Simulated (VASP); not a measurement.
Runs of VASP 6.6.1 on KCl (Sylvite). The structure is that of space group Fm-3m (No. 225), or close to it. The cells are those of the table. 

```tsv
level	cell	k mesh	gap on the mesh (eV)	pressure (GPa)
r2SCAN	a = 4.357 Å, angles 60.0°, 2 atoms	6 × 6 × 6	6.06	1.4
PBE	a = 4.465 Å, angles 60.0°, 2 atoms	6 × 6 × 6	(a)	0.6
PBE	a = 4.418 Å, angles 60.0°, 2 atoms	6 × 6 × 6	5.26	1.2
PBE	a = 4.599 Å, angles 60.0°, 2 atoms	6 × 6 × 6	4.86	-0.8
PBE	a = 4.510 Å, angles 60.0°, 2 atoms	6 × 6 × 6	5.05	0.0
r2SCAN	a = 4.535 Å, angles 60.0°, 2 atoms	6 × 6 × 6	5.64	-1.0
r2SCAN	a = 4.447 Å, angles 60.0°, 2 atoms	6 × 6 × 6	(b)	0.0
PBE	a = 4.447 Å, angles 60.0°, 2 atoms	8 × 8 × 8	5.19	0.8
```

Alike in all rows: task single point; potentials or basis VASP PAW PBE potentials, release 64 (K_sv, Cl); no spin polarisation; cutoff (eV) 520; smearing gaussian 0.01 eV.

Estimate the missing entries.

(a) 5.15; (b) 5.84.

Caveats: the PAW data sets were made with another functional, which shifts forces and pressure a little (some runs).

A k mesh can miss the band edges.
